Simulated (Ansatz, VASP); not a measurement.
## Hf: VASP beside Ansatz

Contents of INCAR:

```
SYSTEM = Hf
ALGO = Normal
EDIFF = 1E-7
ENCUT = 520
GGA = PE
ISIF = 2
ISMEAR = -1
LASPH = .True.
LCHARG = .False.
LREAL = .False.
LWAVE = .False.
NBANDS = 11
NELM = 60
PREC = Accurate
SIGMA = 0.1
```

Contents of KPOINTS:

```
k-points
0
Gamma
  16 16 16
  0 0 0
```

Contents of POSCAR:

```
Hf
1.0
    0.0000000000      1.9729826245      1.9729826245
    1.9729826245      0.0000000000      1.9729826245
    1.9729826245      1.9729826245      0.0000000000
Hf
1
Direct
    0.0000000000      0.0000000000      0.0000000000
```

Input for Ansatz:

```yaml
crystal:
  lattice:
    - [0.0, 1.9729826245, 1.9729826245]
    - [1.9729826245, 0.0, 1.9729826245]
    - [1.9729826245, 1.9729826245, 0.0]
  atoms:
    - { symbol: Hf, position: [0.0, 0.0, 0.0] }
kpoints:
  mp_grid: { grid: [16, 16, 16] }
scf:
  occupations: { method: fermi_dirac, width: 0.1 }
hamiltonian:
  xc: pbe
  pseudopotentials: { kind: all_electron, lapw: { basis_error: 0.001 } }
output:
  forces: true
  stress: true
  eigenvalues: true
  populations: true
```

Change from the starting cell: volume scaled by 0.68, LAPW.

Alike in both runs: task single point; functional PBE; k mesh 16 × 16 × 16; occupations fermi-dirac, width 0.1 eV; no spin polarisation.

|  | VASP | Ansatz |
| --- | --- | --- |
| version | VASP 6.6.1 | Ansatz 0.2.0 |
| potentials or method | VASP PAW PBE potentials, release 64 (Hf_pv), cutoff 520 eV | all-electron LAPW, scalar-relativistic |

```csv
,VASP,Ansatz,Ansatz less VASP
pressure (GPa),73.8,74.9,+1.10
```

Both programs put the cell under a high pressure, so it lies far from rest at this level. Ansatz ran all-electron here, and VASP with PAW potentials.

Spin-orbit coupling is off throughout. Noted on VASP's run: the cell as given lies far from equilibrium.
